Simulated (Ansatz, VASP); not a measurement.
# ZnS in VASP and in Ansatz

```
Zn S
1.0
     0.00000    2.67826    2.67826
     2.67826    0.00000    2.67826
     2.67826    2.67826    0.00000
Zn S
1 1
Cartesian
  0.0000 0.0000 0.0000
  3.8731 4.1617 4.1617
```

Change from the starting cell: all S atoms moved -0.250 Å, as atom 2 towards its neighbour atom 1 (Zn) at 2.319 Å.

Alike in both runs: task single point; functional PBEsol; k mesh 10 × 10 × 10; occupations gaussian, width 0.05 eV; no spin polarisation.

|  | VASP | Ansatz |
| --- | --- | --- |
| version | VASP 6.6.1 | Ansatz 0.2.0 |
| potentials or method | VASP PAW PBE potentials, release 64 (Zn, S), cutoff 520 eV | scalar-relativistic, plane waves, PAW |
| valence electrons in the cell | 18 | 18 |

VASP gave:

```
gap on the k mesh at the Fermi level (eV)                     : 2.04
least direct gap on the mesh (eV)                             : 2.04
pressure (GPa)                                                : 1.7
traceless stress, the component that is largest in VASP (GPa) : 2.24
rms of the force components (eV/Å)                            : 0.487
```

Problem. What did Ansatz give for the same quantities?

Solution. gap on the k mesh at the Fermi level (eV): 2.03; least direct gap on the mesh (eV): 2.03; pressure (GPa): 1.5; traceless stress, the component that is largest in VASP (GPa): 2.20; rms of the force components (eV/Å): 0.483.

VASP's potentials were made for PBE, not for PBEsol. Atom by atom the forces differ by 0.003 eV/Å (rms over components). With one functional, cell and mesh, what is left measures potentials, basis and numerics.
